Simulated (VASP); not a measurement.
Wanted: the native input for a VASP 6.6.1 run.

```yaml
Task: single point
Functional: PBE
Potentials_or_basis: VASP PAW PBE potentials, release 64 (Mg, Se)
Cutoff: 600 eV
k_mesh: 8 × 8 × 8
Occupations: gaussian, width 0.01 eV
Spin: no spin polarisation
Dipole_correction: no
Further_INCAR_settings: ALGO = Normal; EDIFF = 1e-06; NBANDS = 11
```

The structure of MgSe lies in POSCAR:

```
MgSe
1.0
    0.0000000000      2.7362756101      2.7362756101
    2.7362756101      0.0000000000      2.7362756101
    2.7362756101      2.7362756101      0.0000000000
Mg Se
1 1
Direct
    0.0000000000      0.0000000000      0.0000000000
    0.5000000000      0.5000000000      0.5000000000
```

These files were run (other wordings do the same):

INCAR

```
ALGO = Normal ; EDIFF = 1E-6
ENCUT = 600 ; GGA = PE
GGA_COMPAT = False ; ISIF = 2
ISMEAR = 0 ; LASPH = True
LCHARG = False ; LREAL = False
LWAVE = False ; NBANDS = 11
NELM = 120 ; PREC = Accurate
SIGMA = 0.01
```

KPOINTS

```
k-points
0
Gamma
  8 8 8
```

Potentials or basis: VASP PAW PBE potentials, release 64 (Mg, Se).

Launch:

```console
$ cat potpaw_PBE.64/Mg/POTCAR potpaw_PBE.64/Se/POTCAR > POTCAR
$ mpirun -np 1 vasp_std > vasp.out
```

It gave:

```
Pressure               : 1.1 GPa
Band gap on the k mesh : 1.78 eV, indirect (least direct gap 2.52 eV)
```

Run time: 31 s on 1 thread of Intel Xeon 8259CL, on a shared host, peak memory 0.18 GiB.
